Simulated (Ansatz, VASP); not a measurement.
**CoO in VASP and in Ansatz**

INCAR

```
PREC = Accurate
ENCUT = 520
EDIFF = 1E-6
ISMEAR = -1
SIGMA = 0.05
LREAL = F
LASPH = T
NELM = 150
ALGO = Normal
ISIF = 2
LWAVE = F
LCHARG = F
ISPIN = 2
MAGMOM = 2 0
LORBIT = 11
LMAXMIX = 4
GGA = PE
NBANDS = 18
```

The input KPOINTS:

```
Automatic mesh
0
Gamma
  11 11 10
```

The input POSCAR:

```
CoO
1.0
    2.8471820029      0.0000000000      0.0000000000
   -1.4235960345      2.4657323933      0.0000000000
    0.0000000000      0.0000000000      2.7397451611
Co O
1 1
Direct
    0.0000000000      0.0000000000      0.5000000000
    0.6666700000      0.3333300000      0.0000000000
```

File input.yaml:

```yaml
crystal:
  lattice:
    - [2.8471820029, 0.0, 0.0]
    - [-1.4235960345, 2.4657323933, 0.0]
    - [0.0, 0.0, 2.7397451611]
  atoms:
    - { symbol: Co, position: [0.0, 0.0, 0.5], spin: 2.0 }
    - { symbol: O, position: [0.66667, 0.33333, 0.0] }
kpoints:
  mp_grid: { grid: [11, 11, 10] }
scf:
  occupations: { method: fermi_dirac, width: 0.05 }
hamiltonian:
  xc: pbe
  pseudopotentials: { kind: all_electron, lapw: { basis_error: 0.0005 } }
magnetization:
  spin_polarized: true
output:
  forces: true
  stress: true
  eigenvalues: true
```

Change from the starting cell: volume scaled by 1.02.

Alike in both runs: task single point; functional PBE; k mesh 11 × 11 × 10; occupations fermi-dirac, width 0.05 eV; collinear spin.

|  | VASP | Ansatz |
| --- | --- | --- |
| version | VASP 6.6.1 | Ansatz 0.2.0 |
| potentials or method | VASP PAW PBE potentials, release 64 (Co, O), cutoff 520 eV | all-electron LAPW, scalar-relativistic |

VASP gave:

- gap on the k mesh at the Fermi level (eV): none
- pressure (GPa): -3.9
- traceless stress, the component that is largest in VASP (GPa): -1.05
- net moment per atom (μB): 1.50
- size of the moment on the site where the two differ most (μB): 2.55

Task: Estimate Ansatz's values.

Result: gap on the k mesh at the Fermi level (eV): none; pressure (GPa): -3.3; traceless stress, the component that is largest in VASP (GPa): -0.76; net moment per atom (μB): 1.50; size of the moment on the site where the two differ most (μB): 2.59.

Site moments also hang on the region over which each program counts them. A gap of «none» marks a metal or a gap that the smearing closes. Ansatz ran all-electron here, and VASP with PAW potentials.
